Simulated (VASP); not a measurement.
TePt (zincblende type): single point with LDA

Crystal: TePt (zincblende type).

```
Pt Te
1.0
     0.00000    2.59661    2.59661
     2.59661    0.00000    2.59661
     2.59661    2.59661    0.00000
Pt Te
1 1
Direct
  0.00000 0.00000 0.00000
  0.25000 0.25000 0.25000
```

This cell differs from its parent crystal: volume scaled by 0.68.

```yaml
Program: VASP 6.6.1
Task: single point
Functional: LDA
Potentials_or_basis: VASP PAW LDA potentials, release 64 (Pt, Te)
Cutoff: 520 eV
k_mesh: 11 × 11 × 11
Occupations: fermi-dirac, width 0.05 eV
Spin: no spin polarisation
Dipole_correction: no
Further_INCAR_settings: ALGO = Normal; EDIFF = 1e-07; NBANDS = 15
```

| Property | Result |
| --- | --- |
| Pressure | 107.3 GPa |
| Band gap on the k mesh | zero (band 8 reaches 17.77 eV, above the bottom of band 9 at 10.61 eV) |

Levels at points of the mesh, in eV from the Fermi level:
```csv
k point,band 4,band 5,band 6,band 7,band 8,band 9,band 10,band 11,band 12,band 13
"(0.00, 0.00, 0.00)",-8.12,-5.20,-5.20,3.53,4.72,4.72,4.72,6.47,6.47,6.47
```

It took 26 s on 1 thread of AMD EPYC 9R45 (Zen 5) (shared host), peak memory 0.13 GiB.

Caveat: spin-orbit coupling is left out, which moves the levels of the heavy elements.
